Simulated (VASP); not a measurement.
# BP (F-43m) in VASP: G0W0 quasiparticle levels with PBE

Aim: the G0W0 quasiparticle levels of BP with PBE.

Everything below comes from runs of VASP 6.6.1. Logs are shortened: lines on timing, memory, paths and dates and some standing lists are left out, and cuts for length are marked.

### Step 1. The cell of the first run

The structure is cubic, space group F-43m (No. 216). Conventional cell: a = 4.538 Å, b = 4.538 Å, c = 4.538 Å, α = 90.00°, β = 90.00°, γ = 90.00°. Within 2.6 Å of B (site symmetry -43m) lie 4 P at 1.97 Å. Within 2.6 Å of P (site symmetry -43m) lie 4 B at 1.97 Å.

### Step 2. G0W0 quasiparticle levels, PBE

File POSCAR:

```
BP
1.0
    0.0000000000      2.2690000000      2.2690000000
    2.2690000000      0.0000000000      2.2690000000
    2.2690000000      2.2690000000      0.0000000000
B P
1 1
Direct
    0.0000000000      0.0000000000      0.0000000000
    0.2500000000      0.2500000000      0.2500000000
```

File INCAR.step1:

```
SYSTEM = BP
PREC     = Accurate       ! precision mode
ENCUT    = 500            ! plane-wave cutoff, eV
EDIFF    = 1E-8           ! SCF threshold, eV
ISMEAR   = 0              ! smearing method
SIGMA    = 0.01           ! smearing width, eV
LREAL    = .False.        ! projectors in reciprocal space
LASPH    = .True.         ! aspherical terms in the spheres
NELM     = 60             ! most SCF steps
ALGO     = Normal         ! electronic algorithm
LWAVE    = .True.         ! write WAVECAR
LCHARG   = .False.        ! write CHGCAR
GGA      = PE             ! functional
```

File INCAR.step2:

```
SYSTEM = BP
PREC     = Accurate       ! precision mode
ENCUT    = 500            ! plane-wave cutoff, eV
EDIFF    = 1E-8           ! SCF threshold, eV
ISMEAR   = 0              ! smearing method
SIGMA    = 0.01           ! smearing width, eV
LREAL    = .False.        ! projectors in reciprocal space
LASPH    = .True.         ! aspherical terms in the spheres
NELM     = 1              ! most SCF steps
ALGO     = Exact          ! electronic algorithm
LWAVE    = .True.         ! write WAVECAR
LCHARG   = .False.        ! write CHGCAR
GGA      = PE             ! functional
NBANDS   = 84             ! bands
LOPTICS  = .True.         ! frequency-dependent dielectric function
ISTART   = 1
```

File INCAR.step3:

```
SYSTEM = BP
PREC     = Accurate       ! precision mode
ENCUT    = 500            ! plane-wave cutoff, eV
EDIFF    = 1E-8           ! SCF threshold, eV
ISMEAR   = 0              ! smearing method
SIGMA    = 0.01           ! smearing width, eV
LREAL    = .False.        ! projectors in reciprocal space
LASPH    = .True.         ! aspherical terms in the spheres
ALGO     = EVGW0          ! electronic algorithm
LWAVE    = .False.        ! write WAVECAR
LCHARG   = .False.        ! write CHGCAR
GGA      = PE             ! functional
NELMGW   = 1            
NBANDS   = 84             ! bands
ENCUTGW  = 100.0          ! cutoff of the response function
NOMEGA   = 48             ! frequency points
PRECFOCK = Fast         
ISTART   = 1            
NBANDSGW = 12
```

File KPOINTS:

```
regular mesh
0
Gamma
  4 4 4
  0 0 0
```

Potentials or basis: VASP PAW PBE potentials, release 64 (B_GW, P_GW).

The run is started by

```console
cat potpaw_PBE.64/B_GW/POTCAR potpaw_PBE.64/P_GW/POTCAR > POTCAR
cp INCAR.step1 INCAR
mpirun -np 1 vasp_std > vasp.out
cp INCAR.step2 INCAR
mpirun -np 1 vasp_std > vasp.out
cp INCAR.step3 INCAR
mpirun -np 1 vasp_std > vasp.out
```

OUTCAR:

```text
SYSTEM = BP
   PREC = Accurate
   ENCUT = 500
   EDIFF = 1E-8
   ISMEAR = 0
   LREAL = .False.
   LASPH = .True.
   GGA = PE
   NELMGW = 1
   ENCUTGW = 100.0
   PRECFOCK = Fast
   ISTART = 1

 ion  position               nearest neighbor table
   1  0.000  0.000  0.000-   2 1.97   2 1.97   2 1.97   2 1.97
   2  0.250  0.250  0.250-   1 1.97   1 1.97   1 1.97   1 1.97

  LATTYP: Found a face centered cubic cell.
 ALAT       =     4.5380000000

  Lattice vectors:

 A1 = (   0.0000000000,   2.2690000000,   2.2690000000)
 A2 = (   2.2690000000,   0.0000000000,   2.2690000000)
 A3 = (   2.2690000000,   2.2690000000,   0.0000000000)

Analysis of symmetry for initial positions (statically):
=====================================================================
 Subroutine PRICEL returns:
 Original cell was already a primitive cell.

 Routine SETGRP: Setting up the symmetry group for a
 face centered cubic supercell.

 Subroutine GETGRP returns: Found 24 space group operations
 (whereof 24 operations were pure point group operations)
 out of a pool of 48 trial point group operations.

The static configuration has the point symmetry T_d .

Analysis of symmetry for dynamics (positions and initial velocities):
=====================================================================
 Subroutine PRICEL returns:
 Original cell was already a primitive cell.

 Routine SETGRP: Setting up the symmetry group for a
 face centered cubic supercell.

 Subroutine GETGRP returns: Found 24 space group operations
 (whereof 24 operations were pure point group operations)
 out of a pool of 48 trial point group operations.

The dynamic configuration has the point symmetry T_d .

 Subroutine INISYM returns: Found 24 space group operations
 (whereof 24 operations are pure point group operations),
 and found     1 'primitive' translations
[... 71 lines left out ...]
   ICHARG =      0    charge: 1-file 2-atom 10-const
   ISPIN  =      1    spin polarized calculation?
   LNONCOLLINEAR =      F non collinear calculations
   LSORBIT =      F    spin-orbit coupling
   LASPH  =      T    aspherical Exc in radial PAW
   ENCUT  =  500.0 eV  36.75 Ry    6.06 a.u.   5.85  5.85  5.85*2*pi/ulx,y,z
   NELM   =     60;   NELMIN=  2; NELMDL=  0     # of ELM steps
   EDIFF  = 0.1E-07   stopping-criterion for ELM
   LREAL  =      F    real-space projection
   EDIFFG = 0.1E-06   stopping-criterion for IOM
   NSW    =      0    number of steps for IOM
   IBRION =     -1    ionic relax: 0-MD 1-quasi-New 2-CG
   NFREE  =      0    steps in history (QN), initial steepest desc. (CG)
   ISIF   =      0    stress and relaxation
   ISYM   =      3    0-nonsym 1-usesym 2-fastsym
   POTIM  = 0.5000    time-step for ionic-motion
   TEBEG  =    0.0;   TEEND  =   0.0 temperature during run
   PSTRESS=    0.0 pullay stress
   NELECT =       8.0000    total number of electrons
   NUPDOWN=      -1.0000    fix difference up-down
   EMIN   =  10.00;   EMAX   =-10.00  energy-range for DOS
   EFERMI =   0.00;   METHOD = LEGACY
   ISMEAR =     0;   SIGMA  =   0.01  broadening in eV -4-tet -1-fermi 0-gaus
   EFERMI_NEDOS =   21; number of points for ismear=-14 and -15
   IALGO  =     38    algorithm
   IMIX   =      4    mixing-type and parameters
     AMIX     =   0.40;   BMIX     =  1.00
     AMIX_MAG =   1.60;   BMIX_MAG =  1.00
  volume/ion in A,a.u.               =      11.68        78.83
  Fermi-wavevector in a.u.,A,eV,Ry     =   1.145320  2.164342 17.847562  1.311759
  Thomas-Fermi vector in A             =   2.282009
   LORBIT       =      0    0 simple, 1 ext, 2 COOP (PROOUT), +10 PAW based schemes
   GGA     = PE    functional components
   LHFCALC =     T    Hartree Fock is set to
   PRECFOCK=fast      Normal, Fast or Accurate (Low or Medium for compatibility)
   ENCUT4O =  -1.0   cutoff for four orbital integrals eV
   NKREDX  =     1    reduce k-point grid by
   NKREDY  =     1    reduce k-point grid by
   NKREDZ  =     1    reduce k-point grid by
   AEXX    =    1.0000 exact exchange contribution
   HFSCREEN=    0.0000 screening length (either q_TF or 0.3 A-1)
   HFSCREENC=   0.0000 screening length for correlation (either q_TF or 0.3 A-1)
   ENCUTFOCK=  -1.0 apply spherical cutoff to Coloumb kernel
   IVDW    =     0    specifies the selected vdW correction
   LEPSILON=     F    determine dielectric tensor
   LRPA    =     F    only Hartree local field effects (RPA)
   LRPAFORCE           =     F    calculate RPA forces
   ENCUTGW             = 100.0    cutoff for response function in eV
   ENCUTGWSOFT         =  80.0    soft cutoff for Coulomb kernel in GW response function in eV
   ENCUTLF             =  -1.0    cutoff for local field effects
   NELMGW              =     1    number of iterations in solving QP/BSE equation
   NELMHF              =     1    number of iterations in the inner HF iteration
   NKREDLFX            =     1    NKREDLFY  =   1   NKREDLFZ  =   1
 non-spin polarized calculation
 Gauss-broadening in eV      SIGMA  =   0.01
  energy-cutoff  :      500.00
  volume of cell :       23.36
 maximum number of plane-waves:       609
  NGX = 14; NGY = 14; NGZ = 14
   NGX = 11   NGY = 11   NGZ = 11
 maximum number of plane-waves:        59
 NGX is ok and might be reduce to    14

 QP shifts <psi_nk| G(iteration)W_0 |psi_nk>: iteration 1
 for sc-GW calculations column KS-energies equals QP-energies in previous step
 and V_xc(KS)=  KS-energies - (<T + V_ion + V_H > + <T+V_H+V_ion>^1  + <V_x>^1)

 k-point   1 :       0.0000    0.0000    0.0000
  band No.  KS-energies  QP-energies   sigma(KS)   V_xc(KS)     V^pw_x(r,r')   Z            occupation Imag(sigma)

      1      -8.3022      -9.0430     -13.0711     -12.0544     -20.4605       0.7286       2.0000       1.4478
      2       7.1717       6.8068     -13.7770     -13.3136     -15.2440       0.7876       2.0000       0.0821
      3       7.1717       6.8068     -13.7770     -13.3136     -15.2440       0.7876       2.0000       0.0821
      4       7.1717       6.8068     -13.7770     -13.3136     -15.2440       0.7876       2.0000       0.0821
      5      10.5596      11.0050     -11.5041     -12.0717      -6.9508       0.7846       0.0000      -0.0765
      6      10.5596      11.0050     -11.5041     -12.0717      -6.9508       0.7846       0.0000      -0.0765
      7      10.5596      11.0050     -11.5041     -12.0717      -6.9508       0.7846       0.0000      -0.0765
      8      14.5483      15.0445     -12.1019     -12.7542      -6.0801       0.7608       0.0000      -0.1874
      9      18.6862      18.6333      -9.4875      -9.4201      -3.3031       0.7833       0.0000      -0.3601
     10      19.1699      19.7284     -11.0305     -11.7568      -4.9415       0.7690       0.0000      -0.2761
     11      19.1699      19.7284     -11.0305     -11.7568      -4.9415       0.7690       0.0000      -0.2761
     12      22.8325      22.9705      -9.7436      -9.9202      -2.7863       0.7809       0.0000      -0.7719
[... 100 lines left out ...]
      1      -3.1699      -3.7262     -13.6354     -12.8665     -19.1068       0.7235       2.0000       0.6282
      2      -0.8915      -1.6104     -13.6787     -12.6899     -18.3799       0.7270       2.0000       0.3951
      3       1.4840       0.8298     -12.5869     -11.7244     -15.5581       0.7585       2.0000       0.1651
      4       1.6905       1.0578     -12.6370     -11.8007     -15.5730       0.7566       2.0000       0.1624
      5      12.4903      12.8469     -10.9202     -11.3766      -5.8642       0.7813       0.0000      -0.1079
      6      13.9161      14.1975     -10.7802     -11.1396      -5.5911       0.7831       0.0000      -0.1333
      7      14.4038      14.9730     -11.4861     -12.2289      -5.6789       0.7663       0.0000      -0.1710
      8      14.6034      15.0732     -11.5160     -12.1319      -5.5681       0.7628       0.0000      -0.1938
      9      19.9392      20.5587     -11.7311     -12.5542      -4.5728       0.7527       0.0000      -0.4810
     10      23.2699      23.8695     -11.3874     -12.1841      -3.9243       0.7526       0.0000      -0.7001
     11      23.5126      24.1200     -12.0234     -12.8308      -4.5798       0.7524       0.0000      -0.7335
     12      27.8019      28.1758     -11.2713     -11.7709      -3.7041       0.7483       0.0000      -1.0421
```

OUTCAR.step1:

```text
SYSTEM = BP
   PREC = Accurate
   ENCUT = 500
   EDIFF = 1E-8
   ISMEAR = 0
   LREAL = .False.
   LASPH = .True.
[... 289 lines left out ...]
      0.00000      0.00000      0.00000         0.000000      0.000000      0.000000
      1.13450      1.13450      1.13450        -0.000000     -0.000000     -0.000000
 -----------------------------------------------------------------------------------
    total drift:                                0.000000      0.000000      0.000000

  FREE ENERGIE OF THE ION-ELECTRON SYSTEM (eV)
  ---------------------------------------------------
  free  energy   TOTEN  =       -12.7462879747 eV

  energy  without entropy=      -12.7462879747  energy(sigma->0) =      -12.74628797
```

Wall time 25 s (1 thread of Intel Xeon 6975P-C, shared host); peak memory 0.2 GiB.

What came out:

```yaml
Band_gap_on_the_k_mesh_mean-field_level: 1.32 eV, indirect (least direct gap 3.39 eV)
Quasiparticle_gap: 1.84 eV
Least_direct_quasiparticle_gap: 4.20 eV
```

Caveat: the k points lie up to 0.60 Å⁻¹ apart; bands, screening cutoff and mesh are small and nothing is extrapolated, so the quasiparticle values aren't converged. A k mesh can miss the band edges.
